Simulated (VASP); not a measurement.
A run of VASP 6.6.1 is set up as follows.

Contents of INCAR:

```
SYSTEM = SnTe
PREC = Accurate ; ENCUT = 520
EDIFF = 1E-6 ; ISMEAR = 0
SIGMA = 0.1 ; LREAL = .FALSE.
LASPH = .TRUE. ; NELM = 100
ALGO = Normal ; ISIF = 2
LWAVE = .FALSE. ; LCHARG = .FALSE.
GGA = PE ; NBANDS = 17
```

File KPOINTS:

```
Automatic mesh
0
G
  12 12 16
  0 0 0
```

Contents of POSCAR:

```
SnTe
1.0
    4.4847537662      0.0000000000      0.0000000000
    0.0000000000      4.4847537662      0.0000000000
    0.0000000000      0.0000000000      3.1892957093
Sn Te
1 1
Direct
    0.0000000000      0.0000000000      0.0000000000
    0.5000000000      0.5000000000      0.0000000000
```

Potentials or basis: VASP PAW PBE potentials, release 64 (Sn_d, Te).

Command:

```console
$ cat potpaw_PBE.64/Sn_d/POTCAR potpaw_PBE.64/Te/POTCAR > POTCAR
$ mpirun -np 1 vasp_std > vasp.out
```

Task: Estimate the pressure.

Result: 0.0 GPa.

Task: What does it give for the band gap on the k mesh?

Result: Zero (bands 10 and 11 overlap by 4.95 eV).

Caveat: spin-orbit coupling is left out, which moves the levels of the heavy elements.
